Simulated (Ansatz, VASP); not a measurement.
**One calculation of SiGe, two programs**

INCAR

```
  PREC = Accurate
  ENCUT = 520
  EDIFF = 1E-6
  ISMEAR = 0
  SIGMA = 0.03
  LREAL = False
  LASPH = True
  NELM = 60
  ALGO = Normal
  ISIF = 2
  LWAVE = False
  LCHARG = False
  GGA = PS
  NBANDS = 26
```

The input KPOINTS:

```
regular mesh
0
Gamma
  12 12 6
```

Contents of POSCAR:

```
SiGe
1.0
    3.9686298291      0.0000000000      0.0000000000
   -1.9843149145      3.4369342502      0.0000000000
    0.0000000000      0.0000000000      6.5557570282
Si Ge
2 2
Direct
    0.6666666667      0.3333333333      0.8745463082
    0.3333333333      0.6666666667      0.3745463082
    0.6666666667      0.3333333333      0.4926925203
    0.3333333333      0.6666666667     -0.0073074797
```

Input for Ansatz:

```yaml
crystal:
  lattice:
    - [3.9686298291, 0.0, 0.0]
    - [-1.9843149145, 3.4369342502, 0.0]
    - [0.0, 0.0, 6.5557570282]
  atoms:
    - { symbol: Si, position: [0.6666666667, 0.3333333333, 0.8745463082] }
    - { symbol: Si, position: [0.3333333333, 0.6666666667, 0.3745463082] }
    - { symbol: Ge, position: [0.6666666667, 0.3333333333, 0.4926925203] }
    - { symbol: Ge, position: [0.3333333333, 0.6666666667, -0.0073074797] }
basis:
  ecutwfc: 420
kpoints:
  mp_grid: { grid: [12, 12, 6] }
hamiltonian:
  xc: pbesol
  pseudopotentials: { kind: paw, azcp: { folder: soft_1 } }
scf:
  occupations: { method: gaussian, width: 0.03 }
output:
  forces: true
  stress: true
  eigenvalues: true
```

Alike in both runs: task single point; functional PBEsol; k mesh 12 × 12 × 6; occupations gaussian, width 0.03 eV; no spin polarisation.

|  | VASP | Ansatz |
| --- | --- | --- |
| version | VASP 6.6.1 | Ansatz 0.2.0 |
| potentials or method | VASP PAW PBE potentials, release 64 (Si, Ge_d), cutoff 520 eV | scalar-relativistic, plane waves, PAW |
| valence electrons in the cell | 36 | 36 |

Ansatz gave:

```
gap on the k mesh at the Fermi level (eV)                     : 0.17
least direct gap on the mesh (eV)                             : 0.17
pressure (GPa)                                                : -3.6
traceless stress, the component that is largest in VASP (GPa) : -1.34
rms of the force components (eV/Å)                            : 0.290
```

Which values does VASP return?

gap on the k mesh at the Fermi level (eV): 0.17; least direct gap on the mesh (eV): 0.17; pressure (GPa): -3.6; traceless stress, the component that is largest in VASP (GPa): -1.33; rms of the force components (eV/Å): 0.289.

VASP's potentials were made for PBE, not for PBEsol, and Ansatz warns of the same on its side. Atom by atom the forces differ by 0.001 eV/Å (rms over components).
